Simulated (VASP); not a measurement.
## C: single point with PBEsol+D3(BJ)

The system is C.

```xyz
2
Lattice="2.3962 0.0000 0.0000 -1.1981 2.0752 0.0000 0.0000 0.0000 3.4412" Properties=species:S:1:pos:R:3 pbc="T T T"
C     0.0000    1.3445    0.0000
C     1.1981    0.7307    0.0000
```

```
Program             : VASP 6.6.1
Task                : single point
Functional          : PBEsol
Dispersion          : D3(BJ)
Potentials or basis : VASP PAW PBE potentials, release 64 (C)
Cutoff              : 520 eV
k mesh              : 21 × 21 × 12
Occupations         : gaussian, width 0.15 eV
Spin                : no spin polarisation
```

```yaml
Pressure: 28.3 GPa
Largest_force: 4.634 eV/Å
Band_gap_on_the_k_mesh: zero (band 4 reaches 5.05 eV, above the bottom of band 5 at 4.73 eV)
Dispersion_energy_per_atom: -0.106 eV
```

Forces in eV/Å, atoms in the order of the input:
```
C    0.000  4.634  0.000
C    0.000 -4.634  0.000
```

Stress tensor (GPa, compression positive):
```
56.08  0.00  0.00
 0.00 28.34  0.00
 0.00  0.00  0.51
```

Levels at points of the mesh, in eV from the Fermi level:
```
           k point  band 2  band 3  band 4  band 5  band 6  band 7
(0.00, 0.00, 0.00)   -7.32   -4.15   -1.60    3.56    7.27   10.51
(0.00, 0.00, 0.50)   -9.04   -4.13   -1.57    7.33    9.46   10.60
```

Run time: 90 s on 1 thread of Intel Xeon 6975P-C, with other jobs on the host, peak memory 0.24 GiB.

Caveat: the PAW data sets were made with another functional, which shifts forces and pressure a little.
